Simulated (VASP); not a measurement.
Write the native input for VASP 6.6.1 that does the following.

- Task: relaxation of cell and atoms
- Functional: PBE
- Potentials or basis: VASP PAW PBE potentials, release 64 (La)
- Cutoff: 600 eV
- k mesh: 15 × 15 × 14
- Occupations: fermi-dirac, width 0.05 eV
- Spin: no spin polarisation
- Target pressure: 65 GPa
- Dipole correction: no
- Further INCAR settings: ALGO = Normal; EDIFF = 1e-07; IBRION = 2; EDIFFG = -0.005; NSW = 60; ISIF = 3

The structure of La lies in POSCAR:

```
La
1.0
    2.8339693845      0.0000000000      0.0000000000
   -1.4169846922      2.4542894805      0.0000000000
    0.0000000000      0.0000000000      2.6639312214
La
1
Direct
    0.0000000000      0.0000000000      0.0000000000
```

This isn't the form of La at room conditions, which is double hcp.

These files were run (other wordings do the same):

INCAR

```
SYSTEM = La
ALGO = Normal
EDIFF = 1E-7
EDIFFG = -0.005
ENCUT = 600
GGA = PE
IBRION = 2
ISIF = 3
ISMEAR = -1
LASPH = .True.
LCHARG = .False.
LREAL = .False.
LWAVE = .False.
NELM = 100
NSW = 60
PREC = Accurate
PSTRESS = 650.0
SIGMA = 0.05
```

KPOINTS

```
k-points
0
Gamma
  15 15 14
  0 0 0
```

Potentials or basis: VASP PAW PBE potentials, release 64 (La).

Run with:

```bash
$ cat potpaw_PBE.64/La/POTCAR > POTCAR
$ mpirun -np 1 vasp_std > vasp.out
```

It gave:

- Relaxed volume: 18.54 Å³/atom
- Relaxed cell: a = 2.840 Å, b = 2.840 Å, c = 2.655 Å, α = 90.00°, β = 90.00°, γ = 120.00°
- Space group after relaxing (to 0.1 Å): P6/mmm (No. 191)
- Energy change on relaxing (the run minimises the enthalpy): -5.3 meV/atom
- Ionic steps: 5
- Pressure after relaxing: 65.0 GPa
- Band gap on the k mesh: zero (an odd number of electrons rules out a gap without spin polarisation)

Caveat: the cell is relaxed towards a set pressure, so the run minimises the enthalpy, not the energy; spin-orbit coupling is left out, which moves the levels of the heavy elements.

It took 53 s on 1 thread of Intel(R) Xeon(R) 6975P-C (Granite Rapids), with other jobs on the host, peak memory 0.2 GiB.
